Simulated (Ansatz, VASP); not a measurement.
One calculation of BN, two programs

```
CELL_PARAMETERS angstrom
0.00000 1.79559 1.79559
1.79559 0.00000 1.79559
1.79559 1.79559 0.00000
ATOMIC_POSITIONS crystal
B 0.00000 0.00000 0.00000
N 0.75000 0.75000 0.75000
```

Alike in both runs: task single point; functional PBEsol; k mesh 12 × 12 × 12; occupations gaussian, width 0.05 eV; no spin polarisation.

```csv
,VASP,Ansatz
version,VASP 6.6.1,Ansatz 0.2.0
potentials or method,"VASP PAW PBE potentials, release 64 (B, N), cutoff 600 eV","scalar-relativistic, plane waves, PAW"
valence electrons in the cell,8,8
```

```csv
,VASP,Ansatz,Ansatz less VASP
gap on the k mesh at the Fermi level (eV),4.30,4.31,+0.014
least direct gap on the mesh (eV),8.85,8.86,+0.009
pressure (GPa),5.1,4.8,-0.38
```

VASP's potentials were made for PBE, not for PBEsol.
